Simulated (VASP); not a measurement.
# EuZn3 (Pm-3m) in VASP: single point with PBEsol

Aim: the single point of EuZn3 with PBEsol.

All numbers are computed with VASP 6.6.1; they aren't measurements. Logs are shortened: lines on timing, memory, paths and dates and some standing lists are left out, and cuts for length are marked.

**1. The cell of the first run**

It takes space group Pm-3m (No. 221, cubic). The conventional cell has a = 4.301 Å, b = 4.301 Å, c = 4.301 Å, α = 90.00°, β = 90.00°, γ = 90.00°. Within 4.0 Å of Eu (site symmetry m-3m) lie 12 Zn at 3.04 Å. Zn (site symmetry 4/mmm) has 4 Eu at 3.04 Å and 8 Zn at 3.04 Å within 4.0 Å.

**2. Single point, PBEsol, collinear spin, ferromagnetic start**

The input, POSCAR:

```
EuZn3
1.0
    4.3007844252      0.0000000000      0.0000000000
    0.0000000000      4.3007844252      0.0000000000
    0.0000000000      0.0000000000      4.3007844252
Eu Zn
1 3
Direct
    0.0000000000      0.0000000000      0.0000000000
    0.0000000000      0.5000000000      0.5000000000
    0.5000000000      0.5000000000      0.0000000000
    0.5000000000      0.0000000000      0.5000000000
```

The input, INCAR.step1:

```
PREC = Accurate
ENCUT = 520
EDIFF = 1E-7
ISMEAR = 0
SIGMA = 0.05
LREAL = False
LASPH = True
NELM = 150
ALGO = Normal
ISIF = 2
LWAVE = False
LCHARG = True
ISPIN = 2
MAGMOM = 7.41 0 0 0
LMAXMIX = 6
GGA = PS
NBANDS = 38
```

The input, KPOINTS.step1:

```
Automatic mesh
0
Gamma
  8 8 8
```

The input, INCAR.step2:

```
PREC = Accurate
ENCUT = 520
EDIFF = 1E-7
ISMEAR = -5
SIGMA = 0.05
LREAL = False
LASPH = True
NELM = 150
ALGO = Normal
ISIF = 2
LWAVE = False
LCHARG = False
ISPIN = 2
MAGMOM = 7.41 0 0 0
LORBIT = 11
LMAXMIX = 6
GGA = PS
NEDOS = 2001
ICHARG = 11
```

The input, KPOINTS.step2:

```
Automatic mesh
0
Gamma
  12 12 12
```

Potentials or basis: VASP PAW PBE potentials, release 64 (Eu, Zn).

On the command line:

```console
> cat potpaw_PBE.64/Eu/POTCAR potpaw_PBE.64/Zn/POTCAR > POTCAR
> cp INCAR.step1 INCAR
> cp KPOINTS.step1 KPOINTS
> mpirun -np 1 vasp_std > vasp.out
> cp INCAR.step2 INCAR
> cp KPOINTS.step2 KPOINTS
> mpirun -np 1 vasp_std > vasp.out
```

OUTCAR:

```text
PREC = Accurate
   ENCUT = 520
   EDIFF = 1E-7
   ISMEAR = -5
   LREAL = False
   LASPH = True
   NELM = 150
   ISIF = 2
   ISPIN = 2
   LORBIT = 11
   GGA = PS
   ICHARG = 11

 ion  position               nearest neighbor table
   1  0.000  0.000  0.000-   2 3.04   3 3.04   4 3.04   2 3.04   4 3.04   2 3.04   3 3.04   2 3.04
                             3 3.04   4 3.04   4 3.04   3 3.04
   2  0.000  0.500  0.500-   1 3.04   3 3.04   4 3.04   1 3.04   3 3.04   1 3.04   4 3.04   1 3.04
                             3 3.04   4 3.04   3 3.04   4 3.04
   3  0.500  0.500  0.000-   1 3.04   2 3.04   4 3.04   2 3.04   4 3.04   1 3.04   4 3.04   4 3.04
                             1 3.04   2 3.04   2 3.04   1 3.04
   4  0.500  0.000  0.500-   1 3.04   2 3.04   3 3.04   1 3.04   3 3.04   2 3.04   3 3.04   3 3.04
                             1 3.04   2 3.04   1 3.04   2 3.04

  LATTYP: Found a simple cubic cell.
 ALAT       =     4.3007844252

  Lattice vectors:

 A1 = (   4.3007844252,   0.0000000000,   0.0000000000)
 A2 = (   0.0000000000,   4.3007844252,   0.0000000000)
 A3 = (   0.0000000000,   0.0000000000,   4.3007844252)

Analysis of symmetry for initial positions (statically):
=====================================================================
 Subroutine PRICEL returns:
 Original cell was already a primitive cell.

 Routine SETGRP: Setting up the symmetry group for a
 simple cubic supercell.

 Subroutine GETGRP returns: Found 48 space group operations
 (whereof 48 operations were pure point group operations)
 out of a pool of 48 trial point group operations.

The static configuration has the point symmetry O_h .

Analysis of symmetry for dynamics (positions and initial velocities):
=====================================================================
 Subroutine PRICEL returns:
 Original cell was already a primitive cell.

 Routine SETGRP: Setting up the symmetry group for a
 simple cubic supercell.

 Subroutine GETGRP returns: Found 48 space group operations
 (whereof 48 operations were pure point group operations)
 out of a pool of 48 trial point group operations.

The dynamic configuration has the point symmetry O_h .

Analysis of structural, dynamic, and magnetic symmetry:
=====================================================================
 Subroutine PRICEL returns:
 Original cell was already a primitive cell.

 Routine SETGRP: Setting up the symmetry group for a
 simple cubic supercell.

 Subroutine GETGRP returns: Found 48 space group operations
 (whereof 48 operations were pure point group operations)
 out of a pool of 48 trial point group operations.

The overall configuration has the point symmetry O_h .

 Subroutine INISYM returns: Found 48 space group operations
 (whereof 48 operations are pure point group operations),
 and found     1 'primitive' translations

----------------------------------------------------------------------------------------

                                     Primitive cell

  volume of cell :      79.5505

  direct lattice vectors                    reciprocal lattice vectors
     4.300784425  0.000000000  0.000000000     0.232515723  0.000000000  0.000000000
     0.000000000  4.300784425  0.000000000     0.000000000  0.232515723  0.000000000
     0.000000000  0.000000000  4.300784425     0.000000000  0.000000000  0.232515723

  length of vectors
     4.300784425  4.300784425  4.300784425     0.232515723  0.232515723  0.232515723

  position of ions in fractional coordinates (direct lattice)
     0.000000000  0.000000000  0.000000000
     0.000000000  0.500000000  0.500000000
     0.500000000  0.500000000  0.000000000
     0.500000000  0.000000000  0.500000000

  ion indices of the primitive-cell ions
   primitive index   ion index
                 1           1
                 2           2
                 3           3
                 4           4

[... 23 lines left out ...]
 Subroutine IBZKPT returns following result:
 ===========================================

 Found     84 irreducible k-points:

 Following reciprocal coordinates:
            Coordinates               Weight
  0.000000  0.000000  0.000000      1.000000
  0.083333  0.000000  0.000000      6.000000
  0.166667  0.000000  0.000000      6.000000
  0.250000  0.000000  0.000000      6.000000
  0.333333  0.000000  0.000000      6.000000
  0.416667  0.000000  0.000000      6.000000
[... 16 lines left out ...]
  0.333333  0.333333  0.000000     12.000000
  0.416667  0.333333  0.000000     24.000000
 [... further k-points ...]
   k-points           NKPTS =     84   k-points in BZ     NKDIM =     84   number of bands    NBANDS=     35
   number of dos      NEDOS =   2001   number of ions     NIONS =      4
   total plane-waves  NPLWV =  32768
   dimension x,y,z NGX =    32 NGY =   32 NGZ =   32
   dimension x,y,z NGXF=    64 NGYF=   64 NGZF=   64
   ions per type =               1   3
   NGX,Y,Z   is equivalent  to a cutoff of  12.37, 12.37, 12.37 a.u.
   NGXF,Y,Z  is equivalent  to a cutoff of  24.74, 24.74, 24.74 a.u.
 SYSTEM =  unknown system
   PREC   = accura    normal or accurate (medium, high low for compatibility)
   ISTART =      0    job   : 0-new  1-cont  2-samecut
   ICHARG =     11    charge: 1-file 2-atom 10-const
   ISPIN  =      2    spin polarized calculation?
   LNONCOLLINEAR =      F non collinear calculations
   LSORBIT =      F    spin-orbit coupling
   LASPH  =      T    aspherical Exc in radial PAW
   ENCUT  =  520.0 eV  38.22 Ry    6.18 a.u.   8.00  8.00  8.00*2*pi/ulx,y,z
   NELM   =    150;   NELMIN=  2; NELMDL=  0     # of ELM steps
   EDIFF  = 0.1E-06   stopping-criterion for ELM
   LREAL  =      F    real-space projection
   EDIFFG = 0.1E-05   stopping-criterion for IOM
   NSW    =      0    number of steps for IOM
   IBRION =     -1    ionic relax: 0-MD 1-quasi-New 2-CG
   NFREE  =      0    steps in history (QN), initial steepest desc. (CG)
   ISIF   =      2    stress and relaxation
   ISYM   =      2    0-nonsym 1-usesym 2-fastsym
   POTIM  = 0.5000    time-step for ionic-motion
   TEBEG  =    0.0;   TEEND  =   0.0 temperature during run
   PSTRESS=    0.0 pullay stress
   NELECT =      53.0000    total number of electrons
   NUPDOWN=      -1.0000    fix difference up-down
   EMIN   =  10.00;   EMAX   =-10.00  energy-range for DOS
   EFERMI =   0.00;   METHOD = LEGACY
   ISMEAR =    -5;   SIGMA  =   0.05  broadening in eV -4-tet -1-fermi 0-gaus
   EFERMI_NEDOS =   21; number of points for ismear=-14 and -15
   IALGO  =     38    algorithm
   IMIX   =      4    mixing-type and parameters
     AMIX     =   0.40;   BMIX     =  1.00
     AMIX_MAG =   1.60;   BMIX_MAG =  1.00
  volume/ion in A,a.u.               =      19.89       134.21
  Fermi-wavevector in a.u.,A,eV,Ry     =   1.429835  2.701995 27.816115  2.044427
  Thomas-Fermi vector in A             =   2.549745
   LORBIT       =     11    0 simple, 1 ext, 2 COOP (PROOUT), +10 PAW based schemes
   GGA     = PS    functional components
   LHFCALC =     F    Hartree Fock is set to
   AEXX    =    0.0000 exact exchange contribution
   IVDW    =     0    specifies the selected vdW correction
   LEPSILON=     F    determine dielectric tensor
   LRPA    =     F    only Hartree local field effects (RPA)
 spin polarized calculation
 Fermi weights with tetrahedron method with Bloechl corrections
  energy-cutoff  :      520.00
  volume of cell :       79.55
 maximum number of plane-waves:      2184
 NGX is ok and might be reduce to    32

 number of electron      53.0000084 magnetization       7.5029382

 Free energy of the ion-electron system (eV)
  ---------------------------------------------------
  ext. energy  EPLUGINS =         0.00000000
  ---------------------------------------------------
  free energy    TOTEN  =       -16.74852343 eV

  energy without entropy =      -16.74852343  energy(sigma->0) =      -16.74852343

 E-fermi :   2.4060     XC(G=0): -10.9624

 val. band max:        2.5749757886   @ k =   0.4167   0.0000   0.0000
 cond. band min:       2.3661044117   @ k =   0.4167   0.4167   0.2500
 fundamental gap:     -0.2088713769
 Fermi energy:         2.4060078889

 spin component 1

 k-point     1 :       0.0000    0.0000    0.0000
  band No.  band energies     occupation
      1     -38.6654      1.00000
      2     -17.4212      1.00000
      3     -17.4212      1.00000
      4     -17.4212      1.00000
      5      -5.6543      1.00000
      6      -4.9513      1.00000
[... 901 lines left out ...]
     34       6.0364      0.00000
     35       6.4810      0.00000

 [... further k-points ...]

 spin component 2

 k-point     1 :       0.0000    0.0000    0.0000
  band No.  band energies     occupation
      1     -35.6243      1.00000
      2     -15.1753      1.00000
      3     -15.1753      1.00000
      4     -15.1753      1.00000
      5      -5.3675      1.00000
      6      -4.8896      1.00000
[... 901 lines left out ...]
     34       7.3053      0.00000
     35       7.5115      0.00000

 [... further k-points ...]

------------------------ aborting loop because EDIFF is reached ----------------------------------------

  FORCE on cell =-STRESS in cart. coord.  units (eV):
  Direction    XX          YY          ZZ          XY          YZ          ZX
  --------------------------------------------------------------------------------------
  -------------------------------------------------------------------------------------
  Total        0.0107920      0.0107920      0.0107920      0.0000000      0.0000000     -0.0000000
  in kB        0.2173541      0.2173541      0.2173541      0.0000000      0.0000000     -0.0000000
  external PRESSURE =       0.2173541 kB  Pullay stress =       0.0000000 kB

 VOLUME and BASIS-vectors are now :
 -----------------------------------------------------------------------------
  energy-cutoff  :      520.00
  volume of cell :       79.55
      direct lattice vectors                 reciprocal lattice vectors
     4.300784425  0.000000000  0.000000000     0.232515723  0.000000000  0.000000000
     0.000000000  4.300784425  0.000000000     0.000000000  0.232515723  0.000000000
     0.000000000  0.000000000  4.300784425     0.000000000  0.000000000  0.232515723

 POSITION                                       TOTAL-FORCE (eV/Angst)
 -----------------------------------------------------------------------------------
      0.00000      0.00000      0.00000         0.000000      0.000000      0.000000
      0.00000      2.15039      2.15039         0.000000      0.000000      0.000000
      2.15039      2.15039      0.00000         0.000000      0.000000      0.000000
      2.15039      0.00000      2.15039         0.000000      0.000000      0.000000
 -----------------------------------------------------------------------------------
    total drift:                                0.000000     -0.000000     -0.000000

  FREE ENERGIE OF THE ION-ELECTRON SYSTEM (eV)
  ---------------------------------------------------
  free  energy   TOTEN  =       -16.7485234276 eV

  energy  without entropy=      -16.7485234276  energy(sigma->0) =      -16.74852343

 total charge

# of ion       s       p       d       f       tot
--------------------------------------------------
    1        2.052   5.709   0.508   6.499  14.767
    2        0.697   0.317   9.710   0.000  10.724
    3        0.697   0.317   9.710   0.000  10.724
    4        0.697   0.317   9.710   0.000  10.724
--------------------------------------------------
tot          4.142   6.660  29.638   6.499  46.939

 magnetization (x)

# of ion       s       p       d       f       tot
--------------------------------------------------
    1       -0.006  -0.069   0.190   6.473   6.588
    2       -0.013   0.062   0.007   0.000   0.056
    3       -0.013   0.062   0.007   0.000   0.056
    4       -0.013   0.062   0.007   0.000   0.056
--------------------------------------------------
tot         -0.045   0.116   0.210   6.473   6.754
```

Run time: 5 min. Hardware: 1 thread of Intel Xeon 6975P-C (Granite Rapids), shared host; peak memory 0.48 GiB.

Results:

| Quantity | Value |
| --- | --- |
| Net moment | 7.50 μB per cell |
| Site moments | Eu +6.59; Zn +0.06 μB |
| Valence electrons inside the program's atomic spheres | Eu 14.77; Zn 10.72 |

Caveat: the PAW data sets were made with another functional, which shifts forces and pressure a little; spin-orbit coupling is left out, which moves the levels of the heavy elements; semilocal functionals describe open f shells poorly, which spoils levels, moments and volumes.
